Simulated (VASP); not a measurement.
**Fe: electric field gradients with PBE**

Fe:

```
Fe
1.0
    -1.46108    1.46108    1.39583
     1.46108   -1.46108    1.39583
     1.46108    1.46108   -1.39583
Fe
1
Direct
  0.00000 0.00000 0.00000
```

This cell differs from its parent crystal: z stretched by -3 % at fixed volume.

| Property | Result |
| --- | --- |
| Program | VASP 6.6.1 |
| Task | electric field gradients |
| Functional | PBE |
| Potentials or basis | VASP PAW PBE potentials, release 64 (Fe) |
| Cutoff | 520 eV |
| k mesh | 20 × 20 × 20 |
| Occupations | fermi-dirac, width 0.05 eV |
| Spin | collinear spin, ferromagnetic start |
| Starting moments | [3.0] μB |
| Dipole correction | no |
| Further INCAR settings | ALGO = Normal; EDIFF = 1e-08; NBANDS = 14 |

| Quantity | Value |
| --- | --- |
| Pressure | -7.7 GPa |
| Net moment | 2.29 μB per cell |
| Site moments | Fe +2.29 μB |
| Largest electric field gradient by atom | Fe -5.3 V/Å² |
| Valence electrons inside the program's atomic spheres | Fe 7.17 |

Stress tensor (GPa, compression positive):
```
-9.45  0.00  0.00
 0.00 -9.45  0.00
 0.00  0.00 -4.22
```

Levels at points of the mesh, in eV from the Fermi level:
Spin up:
```tsv
k point	band 2	band 3	band 4	band 5	band 6	band 7	band 8	band 9
(0.00, 0.00, 0.00)	-2.36	-2.13	-2.13	-1.20	-0.98	24.19	24.19	25.29
(0.50, 0.00, 0.00)	-3.30	-1.05	-0.75	0.30	0.69	7.11	17.66	19.04
(0.50, 0.50, 0.00)	-3.01	-1.19	-1.01	0.25	0.32	6.63	18.67	20.46
(0.50, 0.50, 0.50)	-4.51	0.01	0.01	0.10	9.05	9.05	10.80	14.72
```
Spin down:
| k point | band 1 | band 2 | band 3 | band 4 | band 5 | band 6 | band 7 |
| --- | --- | --- | --- | --- | --- | --- | --- |
| (0.00, 0.00, 0.00) | -7.97 | -0.41 | -0.07 | -0.07 | 1.54 | 1.90 | 23.93 |
| (0.50, 0.00, 0.00) | -3.31 | -1.52 | 0.78 | 1.66 | 2.06 | 2.62 | 8.53 |
| (0.50, 0.50, 0.00) | -3.36 | -1.14 | 0.40 | 1.36 | 1.90 | 2.61 | 8.06 |
| (0.50, 0.50, 0.50) | -2.73 | -2.64 | 2.33 | 2.33 | 2.35 | 9.32 | 9.32 |

Electric field gradients, principal values (V/Å²):
| atom | least | middle | greatest (by size) |
| --- | --- | --- | --- |
| 1 Fe | 2.632 | 2.635 | -5.267 |

Run time: 5.6 min on 1 thread of Intel Xeon 8259CL, with other jobs on the host, peak memory 0.27 GiB.

Caveat: the cell stands under tension; without QUAD_EFG the Cq values of the log hold for a quadrupole moment of 1 mb, not for the nuclei.
